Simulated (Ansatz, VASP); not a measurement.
# BaSr in VASP and in Ansatz

```
Ba Sr
1.0
     2.57132   -3.55236    0.00000
     2.57132    3.55236    0.00000
     0.00000    0.00000    6.92083
Ba Sr
1 1
Direct
  0.00000 0.00000 0.00000
  0.50000 0.50000 0.50000
```

Change from the starting cell: strain +0.0250 x Voigt [1, 1, 0, 0, 0, 0], atoms carried along.

Alike in both runs: task single point; functional LDA; k mesh 12 × 12 × 8; occupations gaussian, width 0.15 eV; no spin polarisation.

```csv
,VASP,Ansatz
version,VASP 6.6.1,Ansatz 0.2.0
potentials or method,"VASP PAW LDA potentials, release 64 (Ba_sv, Sr_sv), cutoff 520 eV","scalar-relativistic, plane waves, PAW"
valence electrons in the cell,20,20
```

```tsv
	VASP	Ansatz	Ansatz less VASP
gap on the k mesh at the Fermi level (eV)	none	none	-
pressure (GPa)	-1.8	-1.9	0.00
traceless stress, the component that is largest in VASP (GPa)	0.23	0.23	0.000
```

LDA's correlation is that of Perdew and Zunger in VASP and of Perdew and Wang (1992) in Ansatz. A gap of «none» marks a metal or a gap that the smearing closes.

Neither program's run includes spin-orbit coupling.
